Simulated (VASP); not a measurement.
Here is a VASP 6.6.1 calculation.

File INCAR:

```
ALGO = Normal
EDIFF = 1E-6
ENCUT = 520
GGA = PE
ISIF = 2
ISMEAR = 0
LASPH = T
LCHARG = F
LREAL = F
LWAVE = F
NBANDS = 35
NELM = 80
PREC = Accurate
SIGMA = 0.05
```

KPOINTS

```
k-points
0
Gamma
  12 12 2
```

Contents of POSCAR:

```
WS2
1.0
    3.1877810946      0.0000000000      0.0000000000
   -1.5938905473      2.7606994096      0.0000000000
    0.0000000000      0.0000000000     14.7749679767
W S
2 4
Direct
    0.3333333333      0.6666666667      0.2500000000
    0.6666666667      0.3333333333      0.7500000000
    0.3333333333      0.6666666667      0.6436696682
    0.6666666667      0.3333333333      0.1436696682
    0.3333333333      0.6666666667      0.8563303318
    0.6666666667      0.3333333333      0.3563303318
```

Potentials or basis: VASP PAW PBE potentials, release 64 (W_sv, S).

Run with:

```bash
$ cat potpaw_PBE.64/W_sv/POTCAR potpaw_PBE.64/S/POTCAR > POTCAR
$ mpirun -np 1 vasp_std > vasp.out
```

Question: What does it give for the largest force?

Answer: 0.004 eV/Å.

Question: Predict the band gap on the k mesh.

Answer: 1.63 eV (least direct gap 1.80 eV).

Question: What does it give for the pressure?

Answer: 0.0 GPa.

Forces on the atoms (eV/Å):
```
W    0.000  0.000  0.000
W    0.000  0.000  0.000
S    0.000  0.000 -0.004
S    0.000  0.000 -0.004
S    0.000  0.000  0.004
S    0.000  0.000  0.004
```

Caveat: spin-orbit coupling is left out, which moves the levels of the heavy elements; this functional lacks dispersion, which binds layers or chains, so the pressure and a relaxed spacing across them are unreliable. A hybrid or GW would open this gap; PBE tends to underestimate it.
